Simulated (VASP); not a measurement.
Input of a VASP 6.6.1 run:

Contents of POSCAR:

```
C
1.0
    0.0000000000      1.8691487922      1.8246452496
    1.8691487922      0.0000000000      1.8246452496
    1.8691487922      1.8691487922      0.0000000000
C
2
Direct
    0.5000000000      0.5000000000      0.5000000000
    0.7500000000      0.7500000000      0.7500000000
```

File INCAR.step1:

```
PREC = Accurate ; ENCUT = 520
ISMEAR = 0 ; SIGMA = 0.05
LREAL = F ; LASPH = T
NELM = 80 ; NBANDS = 11
GGA = PE ; ALGO = Normal
EDIFF = 1E-4 ; LWAVE = T
LCHARG = F
```

Contents of INCAR.step2:

```
PREC = Accurate ; ENCUT = 520
EDIFF = 1E-6 ; ISMEAR = 0
SIGMA = 0.05 ; LREAL = F
LASPH = T ; NELM = 80
ALGO = Normal ; ISIF = 2
LWAVE = F ; LCHARG = F
METAGGA = R2SCAN ; LMIXTAU = T
NBANDS = 11 ; ISTART = 1
```

KPOINTS

```
Automatic mesh
0
Gamma
  12 12 12
```

Potentials or basis: VASP PAW PBE potentials, release 64 (C).

Run with:

```bash
$ cat potpaw_PBE.64/C/POTCAR > POTCAR
$ cp INCAR.step1 INCAR
$ mpirun -np 1 vasp_std > vasp.out
$ cp INCAR.step2 INCAR
$ mpirun -np 1 vasp_std > vasp.out
```

**Question.** What does it give for the pressure?

**Answer.** -43.2 GPa.

**Question.** What does it give for the band gap on the k mesh?

**Answer.** 3.49 eV, indirect (least direct gap 5.09 eV).

Stress tensor (GPa, compression positive):
```
-49.90   0.00   0.00
  0.00 -49.90   0.00
  0.00   0.00 -29.70
```

Caveat: the cell differs from its parent crystal (strain +0.050 along x and y, +0.025 along z); the PAW data sets were made with another functional, which shifts forces and pressure a little. A k mesh can miss the band edges.
